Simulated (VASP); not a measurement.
Input of a VASP 6.6.1 run:

INCAR

```
SYSTEM = MgS
ALGO = Normal
EDIFF = 1E-6
ENCUT = 600
GGA = PE
GGA_COMPAT = .FALSE.
ISIF = 2
ISMEAR = 0
LASPH = .TRUE.
LCHARG = .TRUE.
LELF = .TRUE.
LREAL = .FALSE.
LVHAR = .TRUE.
LWAVE = .FALSE.
NBANDS = 11
NELM = 120
PREC = Accurate
SIGMA = 0.02
```

Contents of KPOINTS:

```
k-points
0
G
  6 6 6
  0 0 0
```

The input POSCAR:

```
MgS
1.0
    0.0000000000      2.5889416591      2.6307831404
    2.5889416591      0.0000000000      2.6307831404
    2.5889416591      2.5889416591      0.0000000000
Mg S
1 1
Direct
    0.0000000000      0.0000000000      0.0000000000
    0.5000000000      0.5000000000      0.5000000000
```

Potentials or basis: VASP PAW PBE potentials, release 64 (Mg, S).

Launch:

```console
$ cat potpaw_PBE.64/Mg/POTCAR potpaw_PBE.64/S/POTCAR > POTCAR
$ mpirun -np 1 vasp_std > vasp.out
```

Task: Predict the pressure.

Result: 0.8 GPa.

Task: Estimate the band gap on the k mesh.

Result: 2.70 eV, indirect (least direct gap 3.65 eV).

Stress tensor (GPa, compression positive):
```
 1.39  0.00  0.00
 0.00  1.39  0.00
 0.00  0.00 -0.25
```

Caveat: the cell differs from its parent crystal (strained cell). A k mesh can miss the band edges.
